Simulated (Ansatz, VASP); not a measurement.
# Ta: VASP beside Ansatz

```
CELL_PARAMETERS angstrom
-1.62301 1.62301 1.62301
1.62301 -1.62301 1.62301
1.62301 1.62301 -1.62301
ATOMIC_POSITIONS crystal
Ta 0.00000 0.00000 0.00000
```

Alike in both runs: task single point; functional PBEsol; k mesh 22 × 22 × 22; occupations gaussian, width 0.05 eV; no spin polarisation.

```csv
,VASP,Ansatz
version,VASP 6.6.1,Ansatz 0.2.0
potentials or method,"VASP PAW PBE potentials, release 64 (Ta_pv), cutoff 520 eV","scalar-relativistic, plane waves, PAW"
valence electrons in the cell,11,13
```

|  | VASP | Ansatz | Ansatz less VASP |
| --- | --- | --- | --- |
| gap on the k mesh at the Fermi level (eV) | none | none | - |
| pressure (GPa) | 7.3 | 7.1 | -0.27 |

VASP's potentials were made for PBE, not for PBEsol. A gap of «none» marks a metal or a gap that the smearing closes. VASP's potentials hold 11 valence electrons a cell and Ansatz's 13, so a difference there can come from the potentials and not from the codes.

Spin-orbit coupling is off throughout.
